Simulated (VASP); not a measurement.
# SrTiO3 (Pmm2) in VASP: a series of runs, part 2 of 2

VASP 6.6.1.

**5. Single point, PBEsol (atoms displaced along a vibrational mode, the cell strained)**

INCAR

```
SYSTEM = SrTiO3
PREC = Accurate
ENCUT = 520
EDIFF = 1E-6
ISMEAR = 0
SIGMA = 0.05
LREAL = .False.
LASPH = .True.
NELM = 80
ALGO = Normal
ISIF = 2
LWAVE = .False.
LCHARG = .False.
GGA = PS
NBANDS = 28
```

KPOINTS

```
Automatic mesh
0
Gamma
  8 8 8
  0 0 0
```

POSCAR

```
SrTiO3
1.0
    4.0470368016      0.0000000000      0.0000000000
    0.0000000000      4.0470368016      0.0000000000
    0.0000000000      0.0000000000      3.8913815400
Sr Ti O
1 1 3
Direct
    0.0072188559      0.0000000000      0.0000000000
    0.5178206165      0.5000000000      0.5000000000
   -0.0291211991      0.5000000000      0.5000000000
    0.4681347103      0.0000000000      0.5000000000
    0.4681347103      0.5000000000      0.0000000000
```

The run is started by

```
$ cat potpaw_PBE.64/Sr_sv/POTCAR potpaw_PBE.64/Ti_sv/POTCAR potpaw_PBE.64/O/POTCAR > POTCAR
$ mpirun -np 1 vasp_std > vasp.out
```

Wall time 3.9 min (1 thread of Intel Xeon 8259CL, shared host); peak memory 0.34 GiB.

The run converged. Its results:

```
Free energy            : -41.8422 eV
Pressure               : -9.6 GPa
Largest force          : 0.247 eV/Å
Band gap on the k mesh : 1.77 eV (least direct gap 2.40 eV)
```

Forces in eV/Å, atoms in the order of the input:
```
Sr   0.201  0.000  0.000
Ti  -0.247  0.000  0.000
O   -0.246  0.000  0.000
O    0.226  0.000  0.000
O    0.067  0.000  0.000
```

Stress tensor (GPa, compression positive):
```
 -8.71   0.00   0.00
  0.00 -13.36   0.00
  0.00   0.00  -6.62
```

Levels at points of the mesh, in eV from the valence-band top:
```tsv
k point	band 17	band 18	band 19	band 20	band 21	band 22	band 23	band 24
(0.00, 0.00, 0.00)	-1.24	-0.82	-0.64	-0.63	1.77	2.26	2.40	4.01
(0.50, 0.00, 0.00)	-2.28	-1.94	-0.73	-0.70	1.91	3.60	3.66	4.08
(0.00, 0.50, 0.00)	-2.03	-1.93	-1.36	-1.05	2.50	3.31	3.41	4.32
(0.50, 0.50, 0.00)	-1.73	-1.69	-1.67	-0.34	3.35	3.66	3.78	5.13
(0.00, 0.00, 0.50)	-2.22	-1.97	-1.31	-1.08	2.39	3.63	3.72	4.08
(0.50, 0.00, 0.50)	-1.76	-1.49	-1.45	-0.24	3.61	3.67	3.97	4.73
(0.00, 0.50, 0.50)	-1.86	-1.73	-1.70	-0.09	3.41	3.73	3.97	4.52
(0.50, 0.50, 0.50)	-3.52	-0.25	-0.19	0.00	3.97	4.09	4.14	6.23
```

Caveat: the cell differs from its parent crystal (atoms displaced along a vibrational mode, the cell strained); the stress differs along the axes, from -13 to -7 GPa; the PAW data sets were made with another functional, which shifts forces and pressure a little.

**6. Single point, PBEsol (atoms displaced along a vibrational mode, the cell strained)**

INCAR

```
SYSTEM = SrTiO3
  ALGO = Normal
  EDIFF = 1E-7
  ENCUT = 520
  GGA = PS
  ISIF = 2
  ISMEAR = 0
  LASPH = .True.
  LCHARG = .False.
  LREAL = .False.
  LWAVE = .False.
  NBANDS = 28
  NELM = 60
  PREC = Accurate
  SIGMA = 0.05
```

KPOINTS

```
k-points
0
Gamma
  8 8 8
  0 0 0
```

POSCAR, as its differences from that of step 5:

```diff
@@ -2,4 +2,4 @@
 1.0
-    4.0470368016      0.0000000000      0.0000000000
-    0.0000000000      4.0470368016      0.0000000000
+    3.9431369145      0.0000000000      0.0000000000
+    0.0000000000      3.9431369145      0.0000000000
     0.0000000000      0.0000000000      3.8913815400
```

Potentials or basis: VASP PAW PBE potentials, release 64 (Sr_sv, Ti_sv, O).

The run is started by

```
$ cat potpaw_PBE.64/Sr_sv/POTCAR potpaw_PBE.64/Ti_sv/POTCAR potpaw_PBE.64/O/POTCAR > POTCAR
$ mpirun -np 1 vasp_std > vasp.out
```

Run time: 2.6 min. Hardware: 1 thread of Intel Xeon Platinum 8488C (Sapphire Rapids), shared host; peak memory 0.32 GiB.

It converged, with:

```yaml
Free_energy: -41.9715 eV
Pressure: -1.7 GPa
Largest_force: 0.900 eV/Å
Band_gap_on_the_k_mesh: 1.87 eV (least direct gap 2.50 eV)
```

Forces on the atoms (eV/Å):
```
Sr   0.110  0.000  0.000
Ti  -0.900  0.000  0.000
O    0.538  0.000  0.000
O    0.161  0.000  0.000
O    0.091  0.000  0.000
```

Stress tensor (GPa, compression positive):
```
 1.53  0.00  0.00
 0.00 -4.77  0.00
 0.00  0.00 -1.99
```

Levels at points of the mesh, in eV from the valence-band top:
```tsv
k point	band 16	band 17	band 18	band 19	band 20	band 21	band 22	band 23	band 24	band 25
(0.00, 0.00, 0.00)	-1.60	-1.29	-0.78	-0.63	-0.63	1.87	2.46	2.51	4.43	4.70
(0.50, 0.00, 0.00)	-2.51	-2.43	-2.09	-0.72	-0.71	2.04	3.97	3.99	4.43	6.64
(0.00, 0.50, 0.00)	-2.25	-2.17	-2.08	-1.35	-1.05	2.63	3.64	3.75	4.66	6.18
(0.50, 0.50, 0.00)	-2.75	-1.72	-1.64	-1.62	-0.30	3.69	4.00	4.16	5.41	7.53
(0.00, 0.00, 0.50)	-2.39	-2.21	-2.11	-1.34	-1.06	2.60	3.75	3.87	4.57	6.23
(0.50, 0.00, 0.50)	-2.88	-1.74	-1.57	-1.54	-0.26	3.81	3.98	4.22	5.26	7.61
(0.00, 0.50, 0.50)	-2.89	-1.81	-1.80	-1.80	-0.09	3.76	3.88	4.21	5.02	7.67
(0.50, 0.50, 0.50)	-3.78	-3.71	-0.21	-0.19	0.00	4.36	4.38	4.43	6.49	6.77
```

Caveat: the cell differs from its parent crystal (atoms displaced along a vibrational mode, the cell strained); the stress differs along the axes, from -5 to 2 GPa; the PAW data sets were made with another functional, which shifts forces and pressure a little. A k mesh can miss the band edges.

**7. Single point, PBEsol**

This run uses another cell than the first one, of 12.10 Å³/atom.

INCAR

```
ALGO = Normal
EDIFF = 1E-6
ENCUT = 520
GGA = PS
ISIF = 2
ISMEAR = 0
LASPH = T
LCHARG = F
LREAL = F
LWAVE = F
NBANDS = 28
NELM = 60
PREC = Accurate
SIGMA = 0.05
```

KPOINTS

```
k-points
0
Gamma
  8 8 8
```

POSCAR is that of step 6.

Potentials or basis: VASP PAW PBE potentials, release 64 (Sr_sv, Ti_sv, O).

The run is started by

```
$ cat potpaw_PBE.64/Sr_sv/POTCAR potpaw_PBE.64/Ti_sv/POTCAR potpaw_PBE.64/O/POTCAR > POTCAR
$ mpirun -np 1 vasp_std > vasp.out
```

OUTCAR:

```text
EDIFF = 1E-6
   ENCUT = 520
   GGA = PS
   ISIF = 2
   ISMEAR = 0
   LASPH = T
   LREAL = F
   NELM = 60
   PREC = Accurate

 ion  position               nearest neighbor table
   1  0.007  0.000  0.000-   4 2.66   4 2.66   5 2.68   5 2.68   3 2.77   3 2.77   3 2.77   3 2.77
                             4 2.88   4 2.88   5 2.90   5 2.90   2 3.38   2 3.38   2 3.38   2 3.38
   2  0.518  0.500  0.500-   3 1.79   5 1.96   5 1.96   4 1.98   4 1.98   3 2.16   1 3.38   1 3.38
                             1 3.38   1 3.38   1 3.42   1 3.42   1 3.42   1 3.42
[... 953 lines left out ...]
  -------------------------------------------------------------------------------------
  Total        0.5817442     -1.8000290     -0.7496174      0.0000000      0.0000000      0.0000000
  in kB       15.4047676    -47.6653245    -19.8500993      0.0000000      0.0000000      0.0000000
  external PRESSURE =     -17.3702188 kB  Pullay stress =       0.0000000 kB

 VOLUME and BASIS-vectors are now :
 -----------------------------------------------------------------------------
  energy-cutoff  :      520.00
  volume of cell :       60.50
      direct lattice vectors                 reciprocal lattice vectors
     3.943136915  0.000000000  0.000000000     0.253605193  0.000000000  0.000000000
     0.000000000  3.943136915  0.000000000     0.000000000  0.253605193  0.000000000
     0.000000000  0.000000000  3.891381540     0.000000000  0.000000000  0.256978143

 POSITION                                       TOTAL-FORCE (eV/Angst)
 -----------------------------------------------------------------------------------
      0.02846      0.00000      0.00000         0.110283      0.000000      0.000000
      2.04184      1.97157      1.94569        -0.900086      0.000000      0.000000
      3.82831      1.97157      1.94569         0.538153      0.000000      0.000000
      1.84592      0.00000      1.94569         0.160694      0.000000      0.000000
      1.84592      1.97157      0.00000         0.090957      0.000000      0.000000
 -----------------------------------------------------------------------------------
    total drift:                                0.000616      0.000000      0.000005

  FREE ENERGIE OF THE ION-ELECTRON SYSTEM (eV)
  ---------------------------------------------------
  free  energy   TOTEN  =       -41.9714513519 eV

  energy  without entropy=      -41.9714513519  energy(sigma->0) =      -41.97145135
```

stdout:

```text
POSCAR found type information on POSCAR SrTiO
 POSCAR found :  3 types and       5 ions
 scaLAPACK will be used
 -----------------------------------------------------------------------------
|                                                                             |
|                                                                             |
|     You enforced a specific xc type in the INCAR file but a different       |
|     I HOPE YOU KNOW WHAT YOU ARE DOING!                                     |
|                                                                             |
 -----------------------------------------------------------------------------

 LDA part: xc-table for (Slater+PW92), standard interpolation
 POSCAR, INCAR and KPOINTS ok, starting setup
 FFT: planning ... GRIDC
 FFT: planning ... GRID_SOFT
 FFT: planning ... GRID
 WAVECAR not read
 entering main loop
```

Wall time 2.6 min (1 thread of Intel Xeon Platinum 8488C (Sapphire Rapids), shared host); peak memory 0.32 GiB.

What came out:

- Free energy: -41.9715 eV
- Pressure: -1.7 GPa
- Largest force: 0.900 eV/Å
- Band gap on the k mesh: 1.87 eV (least direct gap 2.50 eV)

Forces on the atoms (eV/Å):
```
Sr   0.110  0.000  0.000
Ti  -0.900  0.000  0.000
O    0.538  0.000  0.000
O    0.161  0.000  0.000
O    0.091  0.000  0.000
```

Caveat: the stress differs along the axes, from -5 to 2 GPa; the PAW data sets were made with another functional, which shifts forces and pressure a little.

**8. Summary**

```tsv
cell	gap on the mesh (eV)	pressure (GPa)	largest force (eV/Å)
a = 3.787, b = 3.787, c = 3.891 Å, 5 atoms	2.04	15.3	2.17
a = 3.840, b = 3.840, c = 3.891 Å, 5 atoms	1.98	8.7	1.70
a = 3.995, b = 3.995, c = 3.891 Å, 5 atoms	1.82	-6.0	0.55
a = 4.047, b = 4.047, c = 3.891 Å, 5 atoms	1.77	-9.6	0.25
a = 3.943, b = 3.943, c = 3.891 Å, 5 atoms	1.87	-1.7	0.90
```

Alike in all rows: task single point; level PBEsol; potentials or basis VASP PAW PBE potentials, release 64 (Sr_sv, Ti_sv, O); no spin polarisation; k mesh 8 × 8 × 8; cutoff (eV) 520; smearing gaussian 0.05 eV.

Caveats: the PAW data sets were made with another functional, which shifts forces and pressure a little; the stress differs along the axes, from 7 to 24 GPa (at least some runs); the stress differs along the axes, from 4 to 15 GPa (at least some runs); the stress differs along the axes, from -9 to -4 GPa (at least some runs); the stress differs along the axes, from -13 to -7 GPa (at least some runs); the stress differs along the axes, from -5 to 2 GPa (at least some runs).

Total energies depend on the potentials used, so only differences within one code and one set of settings carry meaning.
